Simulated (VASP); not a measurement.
# Sm4TaI (P4/mmm) in VASP: relaxation of cell and atoms with PBE

Aim: the relaxation of cell and atoms of Sm4TaI with PBE.

All numbers are computed with VASP 6.6.1; they aren't measurements. Logs are shortened: lines on timing, memory, paths and dates and some standing lists are left out, and cuts for length are marked.

### Step 1. The cell of the first run

It takes space group P4/mmm (No. 123, tetragonal). The conventional cell has a = 5.182 Å, b = 5.182 Å, c = 7.451 Å, α = 90.00°, β = 90.00°, γ = 90.00°. Within 4.2 Å of Sm (site symmetry 2mm) lie 2 Ta at 3.08 Å and 2 I at 3.31 Å and 6 Sm at 3.33 to 4.12 Å. Within 4.1 Å of Ta (site symmetry 4/mmm) lie 8 Sm at 3.08 Å. Within 4.4 Å of I (site symmetry 4/mmm) lie 8 Sm at 3.31 Å.

The cell was generated, and may not be a known phase.

### Step 2. Relaxation of cell and atoms, PBE

INCAR

```
SYSTEM = Sm4TaI
  PREC = Accurate
  ENCUT = 500
  EDIFF = 1E-7
  ISMEAR = 0
  SIGMA = 0.1
  LREAL = .FALSE.
  LASPH = .TRUE.
  NELM = 200
  ALGO = Normal
  ISIF = 3
  LWAVE = .FALSE.
  LCHARG = .FALSE.
  GGA = PE
  IBRION = 2
  NSW = 100
  EDIFFG = -0.01
  GGA_COMPAT = .FALSE.
  NELMIN = 4
  LMAXMIX = 6
```

KPOINTS

```
regular mesh
0
G
  8 8 6
  0 0 0
```

POSCAR

```
Sm4TaI
1.0
    5.1816802906      0.0000000000      0.0000000000
    0.0000000000      5.1816802906      0.0000000000
    0.0000000000      0.0000000000      7.4506256680
Sm Ta I
4 1 1
Direct
    0.5000000000      0.0000000000      0.7234285589
    0.0000000000      0.5000000000      0.2765714411
    0.5000000000      0.0000000000      0.2765714411
    0.0000000000      0.5000000000      0.7234285589
    0.5000000000      0.5000000000      0.5000000000
    0.0000000000      0.0000000000      0.0000000000
```

Potentials or basis: VASP PAW PBE potentials, release 64 (Sm_3, Ta_pv, I), 4f in core.

Launch:

```console
cat potpaw_PBE.64/Sm_3/POTCAR potpaw_PBE.64/Ta_pv/POTCAR potpaw_PBE.64/I/POTCAR > POTCAR
mpirun -np 1 vasp_std > vasp.out
```

OUTCAR:

```text
SYSTEM = Sm4TaI
   PREC = Accurate
   ENCUT = 500
   EDIFF = 1E-7
   ISMEAR = 0
   LREAL = .FALSE.
   LASPH = .TRUE.
   NELM = 200
   ISIF = 3
   GGA = PE
   IBRION = 2
   NSW = 100
   EDIFFG = -0.01
   NELMIN = 4

 ion  position               nearest neighbor table
   1  0.500  0.000  0.723-   5 3.08   5 3.08   6 3.31   6 3.31   3 3.33   4 3.66   4 3.66   4 3.66
                             4 3.66
   2  0.000  0.500  0.277-   5 3.08   5 3.08   6 3.31   6 3.31   4 3.33   3 3.66   3 3.66   3 3.66
                             3 3.66
   3  0.500  0.000  0.277-   5 3.08   5 3.08   6 3.31   6 3.31   1 3.33   2 3.66   2 3.66   2 3.66
                             2 3.66
   4  0.000  0.500  0.723-   5 3.08   5 3.08   6 3.31   6 3.31   2 3.33   1 3.66   1 3.66   1 3.66
                             1 3.66
   5  0.500  0.500  0.500-   1 3.08   2 3.08   3 3.08   4 3.08   1 3.08   3 3.08   2 3.08   4 3.08

   6  0.000  0.000  0.000-   1 3.31   2 3.31   3 3.31   4 3.31   2 3.31   4 3.31   1 3.31   3 3.31

  LATTYP: Found a simple tetragonal cell.
 ALAT       =     5.1816802906
 C/A-ratio  =     1.4378783040

  Lattice vectors:

 A1 = (   5.1816802906,   0.0000000000,   0.0000000000)
 A2 = (   0.0000000000,   5.1816802906,   0.0000000000)
 A3 = (   0.0000000000,   0.0000000000,   7.4506256680)

Analysis of symmetry for initial positions (statically):
=====================================================================
 Subroutine PRICEL returns:
 Original cell was already a primitive cell.

 Routine SETGRP: Setting up the symmetry group for a
 simple tetragonal supercell.

 Subroutine GETGRP returns: Found 16 space group operations
 (whereof 16 operations were pure point group operations)
 out of a pool of 16 trial point group operations.

The static configuration has the point symmetry D_4h.

Analysis of symmetry for dynamics (positions and initial velocities):
=====================================================================
 Subroutine PRICEL returns:
 Original cell was already a primitive cell.

 Routine SETGRP: Setting up the symmetry group for a
 simple tetragonal supercell.

 Subroutine GETGRP returns: Found 16 space group operations
 (whereof 16 operations were pure point group operations)
 out of a pool of 16 trial point group operations.

The dynamic configuration has the point symmetry D_4h.

 Subroutine INISYM returns: Found 16 space group operations
 (whereof 16 operations are pure point group operations),
 and found     1 'primitive' translations

----------------------------------------------------------------------------------------

                                     Primitive cell

  volume of cell :     200.0479

  direct lattice vectors                    reciprocal lattice vectors
     5.181680291  0.000000000  0.000000000     0.192987592  0.000000000  0.000000000
     0.000000000  5.181680291  0.000000000     0.000000000  0.192987592  0.000000000
     0.000000000  0.000000000  7.450625668     0.000000000  0.000000000  0.134216916

  length of vectors
     5.181680291  5.181680291  7.450625668     0.192987592  0.192987592  0.134216916

  position of ions in fractional coordinates (direct lattice)
     0.500000000  0.000000000  0.723428559
     0.000000000  0.500000000  0.276571441
     0.500000000  0.000000000  0.276571441
     0.000000000  0.500000000  0.723428559
     0.500000000  0.500000000  0.500000000
     0.000000000  0.000000000  0.000000000

  ion indices of the primitive-cell ions
   primitive index   ion index
                 1           1
                 2           2
                 3           3
                 4           4
                 5           5
                 6           6

----------------------------------------------------------------------------------------

 KPOINTS: regular mesh

Automatic generation of k-mesh.
 Grid dimensions read from file:
 generate k-points for:    8    8    6

 Generating k-lattice:

  Cartesian coordinates                     Fractional coordinates (reciprocal lattice)
     0.024123449  0.000000000  0.000000000     0.125000000  0.000000000  0.000000000
     0.000000000  0.024123449  0.000000000     0.000000000  0.125000000  0.000000000
     0.000000000  0.000000000  0.022369486     0.000000000  0.000000000  0.166666667

  Length of vectors
     0.024123449  0.024123449  0.022369486

  Shift w.r.t. Gamma in fractional coordinates (k-lattice)
     0.000000000  0.000000000  0.000000000

 Subroutine IBZKPT returns following result:
 ===========================================

 Found     60 irreducible k-points:

 Following reciprocal coordinates:
            Coordinates               Weight
  0.000000  0.000000  0.000000      1.000000
  0.125000  0.000000  0.000000      4.000000
  0.250000  0.000000  0.000000      4.000000
  0.375000  0.000000  0.000000      4.000000
  0.500000  0.000000  0.000000      2.000000
  0.125000  0.125000  0.000000      4.000000
[... 16 lines left out ...]
  0.375000  0.125000  0.166667     16.000000
  0.500000  0.125000  0.166667      8.000000
 [... further k-points ...]
   k-points           NKPTS =     60   k-points in BZ     NKDIM =     60   number of bands    NBANDS=     37
   number of dos      NEDOS =    301   number of ions     NIONS =      6
   total plane-waves  NPLWV =  86400
   dimension x,y,z NGX =    40 NGY =   40 NGZ =   54
   dimension x,y,z NGXF=    80 NGYF=   80 NGZF=  108
   ions per type =               4   1   1
   NGX,Y,Z   is equivalent  to a cutoff of  12.83, 12.83, 12.05 a.u.
   NGXF,Y,Z  is equivalent  to a cutoff of  25.67, 25.67, 24.10 a.u.
 SYSTEM =  Sm4TaI
   PREC   = accura    normal or accurate (medium, high low for compatibility)
   ISTART =      0    job   : 0-new  1-cont  2-samecut
   ICHARG =      2    charge: 1-file 2-atom 10-const
   ISPIN  =      1    spin polarized calculation?
   LNONCOLLINEAR =      F non collinear calculations
   LSORBIT =      F    spin-orbit coupling
   LASPH  =      T    aspherical Exc in radial PAW
   ENCUT  =  500.0 eV  36.75 Ry    6.06 a.u.   9.45  9.45 13.58*2*pi/ulx,y,z
   NELM   =    200;   NELMIN=  4; NELMDL= -5     # of ELM steps
   EDIFF  = 0.1E-06   stopping-criterion for ELM
   LREAL  =      F    real-space projection
   EDIFFG = -.1E-01   stopping-criterion for IOM
   NSW    =    100    number of steps for IOM
   IBRION =      2    ionic relax: 0-MD 1-quasi-New 2-CG
   NFREE  =      1    steps in history (QN), initial steepest desc. (CG)
   ISIF   =      3    stress and relaxation
   ISYM   =      2    0-nonsym 1-usesym 2-fastsym
   POTIM  = 0.5000    time-step for ionic-motion
   TEBEG  =    0.0;   TEEND  =   0.0 temperature during run
   PSTRESS=    0.0 pullay stress
   NELECT =      62.0000    total number of electrons
   NUPDOWN=      -1.0000    fix difference up-down
   EMIN   =  10.00;   EMAX   =-10.00  energy-range for DOS
   EFERMI =   0.00;   METHOD = LEGACY
   ISMEAR =     0;   SIGMA  =   0.10  broadening in eV -4-tet -1-fermi 0-gaus
   EFERMI_NEDOS =   21; number of points for ismear=-14 and -15
   IALGO  =     38    algorithm
   IMIX   =      4    mixing-type and parameters
     AMIX     =   0.40;   BMIX     =  1.00
     AMIX_MAG =   1.60;   BMIX_MAG =  1.00
  volume/ion in A,a.u.               =      33.34       225.00
  Fermi-wavevector in a.u.,A,eV,Ry     =   1.107883  2.093596 16.699869  1.227406
  Thomas-Fermi vector in A             =   2.244403
   LORBIT       =      0    0 simple, 1 ext, 2 COOP (PROOUT), +10 PAW based schemes
   GGA     = PE    functional components
   LHFCALC =     F    Hartree Fock is set to
   AEXX    =    0.0000 exact exchange contribution
   IVDW    =     0    specifies the selected vdW correction
   LEPSILON=     F    determine dielectric tensor
   LRPA    =     F    only Hartree local field effects (RPA)
 conjugate gradient relaxation of ions
 non-spin polarized calculation
 Gauss-broadening in eV      SIGMA  =   0.10
  energy-cutoff  :      500.00
  volume of cell :      200.05
 maximum number of plane-waves:      5116
 NGX is ok and might be reduce to    40
   NGX = 19   NGY = 19   NGZ = 27

--------------------------------------- Ionic step        1  -------------------------------------------

 number of electron      61.9999999 magnetization

 Free energy of the ion-electron system (eV)
  ---------------------------------------------------
  ext. energy  EPLUGINS =         0.00000000
  ---------------------------------------------------
  free energy    TOTEN  =       -30.67537443 eV

  energy without entropy =      -30.63290522  energy(sigma->0) =      -30.65413982

------------------------ aborting loop because EDIFF is reached ----------------------------------------

  FORCE on cell =-STRESS in cart. coord.  units (eV):
  Direction    XX          YY          ZZ          XY          YZ          ZX
  --------------------------------------------------------------------------------------
  -------------------------------------------------------------------------------------
  Total        0.3041020      0.3041020      0.3975080      0.0000000     -0.0000000      0.0000000
  in kB        2.4355434      2.4355434      3.1836296      0.0000000     -0.0000000      0.0000000
  external PRESSURE =       2.6849055 kB  Pullay stress =       0.0000000 kB
[... 225 lines left out ...]
  energy  without entropy=      -30.6337838365  energy(sigma->0) =      -30.65548793

--------------------------------------- Ionic step        7  -------------------------------------------

 number of electron      62.0000000 magnetization

 Free energy of the ion-electron system (eV)
  ---------------------------------------------------
  ext. energy  EPLUGINS =         0.00000000
  ---------------------------------------------------
  free energy    TOTEN  =       -30.67726689 eV

  energy without entropy =      -30.63415390  energy(sigma->0) =      -30.65571040

 E-fermi :   3.6029     XC(G=0):  -9.4901

 val. band max:        3.6002739509   @ k =   0.0000   0.0000   0.1667
 cond. band min:       3.6042591375   @ k =   0.5000   0.5000   0.5000
 fundamental gap:      0.0039851866
 Fermi energy:         3.6029027801

 k-point     1 :       0.0000    0.0000    0.0000
  band No.  band energies     occupation
      1     -37.5457      2.00000
      2     -37.5035      2.00000
      3     -37.4910      2.00000
      4     -37.4481      2.00000
      5     -30.2485      2.00000
      6     -30.0970      2.00000
[... 949 lines left out ...]
     36       4.9577      0.00000
     37       5.2115      0.00000

 [... further k-points ...]

------------------------ aborting loop because EDIFF is reached ----------------------------------------

  FORCE on cell =-STRESS in cart. coord.  units (eV):
  Direction    XX          YY          ZZ          XY          YZ          ZX
  --------------------------------------------------------------------------------------
  -------------------------------------------------------------------------------------
  Total       -0.0197039     -0.0197039      0.0184857      0.0000000     -0.0000000      0.0000000
  in kB       -0.1564119     -0.1564119      0.1467413      0.0000000     -0.0000000      0.0000000
  external PRESSURE =      -0.0553608 kB  Pullay stress =       0.0000000 kB
[... 21 lines left out ...]
  FREE ENERGIE OF THE ION-ELECTRON SYSTEM (eV)
  ---------------------------------------------------
  free  energy   TOTEN  =       -30.6772668875 eV

  energy  without entropy=      -30.6341539048  energy(sigma->0) =      -30.65571040

 reached required accuracy - stopping structural energy minimisation
```

Wall time 18 min (1 thread of Intel Xeon 6975P-C (Granite Rapids), shared host); peak memory 0.58 GiB.

Results:

```yaml
Free_energy: -30.6773 eV
Relaxed_volume: 33.64 Å³/atom
Relaxed_cell: a = 5.189 Å, b = 5.189 Å, c = 7.496 Å, α = 90.00°, β = 90.00°, γ = 90.00°
Space_group_after_relaxing_to_0.1_Å: P4/mmm (No. 123)
Energy_gained_by_relaxing: 0.3 meV/atom
Ionic_steps: 7
Pressure_after_relaxing: 0.0 GPa
Band_gap_on_the_k_mesh: zero (bands 31 and 32 overlap by 0.57 eV)
```

The path:
| step | energy change (eV) | largest force (eV/Å) | pressure (GPa) | volume (Å³) |
| --- | --- | --- | --- | --- |
| 1 | 0.0000 | 0.0174 | 0.27 | 200.05 |
| 2 | -0.0012 | 0.0409 | -0.06 | 201.67 |
| 3 | -0.0012 | 0.0378 | -0.01 | 201.45 |
| 4 | -0.0015 | 0.0280 | -0.01 | 201.53 |
| 5 | -0.0018 | 0.0014 | 0.00 | 201.77 |
| 6 | -0.0018 | 0.0052 | 0.00 | 201.80 |
| 7 | -0.0019 | 0.0013 | -0.01 | 201.83 |

Final structure:
```xyz
6
Lattice="5.1891 0.0000 0.0000 0.0000 5.1891 0.0000 0.0000 0.0000 7.4956" Properties=species:S:1:pos:R:3 pbc="T T T"
Sm    2.5946    0.0000    5.4132
Sm    0.0000    2.5946    2.0823
Sm    2.5946    0.0000    2.0823
Sm    5.1891    2.5946    5.4132
Ta    2.5946    2.5946    3.7478
I     0.0000    0.0000    0.0000
```

Caveat: spin-orbit coupling is left out, which moves the levels of the heavy elements; the 4f electrons are frozen in the core, so they carry no moment and show no levels; the run has no spin polarisation, though such a crystal can be magnetic. Spin polarisation is off, so any magnetic state and its effect on volume and gap are missing.
